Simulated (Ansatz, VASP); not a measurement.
**Ta: VASP beside Ansatz**

```xyz
1
Lattice="-1.4004 1.4004 1.4004 1.4004 -1.4004 1.4004 1.4004 1.4004 -1.4004" Properties=species:S:1:pos:R:3 pbc="T T T"
Ta    0.0000    0.0000    0.0000
```

Change from the starting cell: volume scaled by 0.6, LAPW.

Alike in both runs: task single point; functional PBE; k mesh 16 × 16 × 16; occupations fermi-dirac, width 0.05 eV; no spin polarisation.

```csv
,VASP,Ansatz
version,VASP 6.6.1,Ansatz 0.2.0
potentials or method,"VASP PAW PBE potentials, release 64 (Ta_pv), cutoff 520 eV","all-electron LAPW, scalar-relativistic"
```

Ansatz gave:

```
pressure (GPa) : 249.8
```

Question: What did VASP give for the same quantities?

Answer: Pressure (GPa): 258.5.

Both programs put the cell under a high pressure, so it lies far from rest at this level. Ansatz ran all-electron here, and VASP with PAW potentials.

Neither program's run includes spin-orbit coupling. Noted on VASP's run: the cell as given lies far from equilibrium.
